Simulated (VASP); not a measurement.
**WSe2: single point with PBE**

The system is WSe2.

```
W Se
1.0
     3.29974    0.00000    0.00000
    -1.64987    2.85766    0.00000
     0.00000    0.00000   13.14969
W Se
2 4
Cartesian
  1.6499 0.9526 3.2876
  0.0000 1.9051 9.8621
  0.0000 1.9051 4.9530
  1.6499 0.9526 11.5276
  0.0000 1.9051 1.6221
  1.6499 0.9526 8.1967
```

```yaml
Program: VASP 6.6.1
Task: single point
Functional: PBE
Potentials_or_basis: VASP PAW PBE potentials, release 64 (W_sv, Se)
Cutoff: 520 eV
k_mesh: 12 × 12 × 2
Occupations: gaussian, width 0.01 eV
Spin: no spin polarisation
Dipole_correction: no
Further_INCAR_settings: ALGO = Normal; EDIFF = 1e-07; NBANDS = 35
```

- Pressure: 3.7 GPa
- Largest force: 0.324 eV/Å
- Band gap on the k mesh: 1.04 eV (least direct gap 1.49 eV)

Forces in eV/Å, atoms in the order of the input:
```
W    0.000  0.000  0.000
W    0.000  0.000  0.000
Se   0.000  0.000  0.323
Se   0.000  0.000  0.324
Se   0.000  0.000 -0.324
Se   0.000  0.000 -0.323
```

Stress tensor (GPa, compression positive):
```
3.09 0.00 0.00
0.00 3.09 0.00
0.00 0.00 4.82
```

Levels at points of the mesh, in eV from the valence-band top:
| k point | band 23 | band 24 | band 25 | band 26 | band 27 | band 28 | band 29 | band 30 |
| --- | --- | --- | --- | --- | --- | --- | --- | --- |
| (0.00, 0.00, 0.00) | -1.53 | -1.16 | -1.03 | 0.00 | 2.64 | 2.64 | 2.68 | 2.68 |
| (0.50, 0.00, 0.00) | -1.39 | -1.36 | -1.26 | -1.16 | 2.10 | 2.13 | 2.34 | 2.61 |
| (0.00, 0.00, 0.50) | -1.55 | -1.55 | -0.22 | -0.22 | 2.65 | 2.65 | 2.65 | 2.65 |
| (0.50, 0.00, 0.50) | -1.31 | -1.31 | -1.26 | -1.26 | 2.11 | 2.11 | 2.50 | 2.50 |

Run time: 3 min on 1 thread of Intel(R) Xeon(R) Platinum 8259CL CPU @ 2.50GHz (Skylake/Cascade Lake), with other jobs on the host, peak memory 0.33 GiB.

Caveat: the cell stands under pressure; spin-orbit coupling is left out, which moves the levels of the heavy elements. A k mesh can miss the band edges.
